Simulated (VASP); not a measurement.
The system is BiSbTe2S.

```
Sb Bi Te S
1.0
     5.25387    0.00000    0.00000
     0.00000    5.25387    0.00000
     0.00000    0.00000    5.41808
Sb Bi Te S
1 1 2 1
Direct
  0.50000 0.50000 0.50000
  0.00000 0.00000 0.00000
  0.50000 0.00000 0.50000
  0.00000 0.50000 0.50000
  0.50000 0.50000 0.00000
```

```yaml
Program: VASP 6.6.1
Task: relaxation of cell and atoms
Functional: PBE
Potentials_or_basis: VASP PAW PBE potentials, release 64 (Sb, Bi_d, Te, S)
Cutoff: 600 eV
k_mesh: 4 × 4 × 4
Occupations: gaussian, width 0.1 eV
Spin: no spin polarisation
```

At the start: pressure 6.7 GPa; volume 29.91 Å³/atom.

Problem. How do energy, volume and symmetry change on relaxing?

Solution. Over 6 steps the energy falls by 321.2 meV/atom and the volume is 32.85 Å³/atom (+9.8 %); space group P4/mmm (No. 123, to 0.05 Å).

Step by step:
| step | energy change (eV) | largest force (eV/Å) | pressure (GPa) | volume (Å³) |
| --- | --- | --- | --- | --- |
| 1 | 0.0000 | 0.0000 | 6.73 | 149.56 |
| 2 | -1.2577 | 0.0000 | -2.93 | 177.18 |
| 3 | -1.2606 | 0.0000 | -3.13 | 178.31 |
| 4 | -1.5798 | 0.0000 | -0.40 | 167.13 |
| 5 | -1.5893 | 0.0000 | -0.93 | 168.51 |
| 6 | -1.6061 | 0.0000 | -0.03 | 164.26 |

Final structure:
```cif
data_structure
_symmetry_space_group_name_H-M 'P 1'
_symmetry_Int_Tables_number 1
_cell_length_a 5.8422
_cell_length_b 5.8422
_cell_length_c 4.8126
_cell_angle_alpha 90.000
_cell_angle_beta 90.000
_cell_angle_gamma 90.000
_cell_volume 164.26
loop_
_atom_site_label
_atom_site_type_symbol
_atom_site_fract_x
_atom_site_fract_y
_atom_site_fract_z
_atom_site_occupancy
Sb1 Sb 0.50000 0.50000 0.50000 1
Bi1 Bi 0.00000 0.00000 0.00000 1
Te1 Te 0.50000 0.00000 0.50000 1
Te2 Te 0.00000 0.50000 0.50000 1
S1 S 0.50000 0.50000 0.00000 1
```
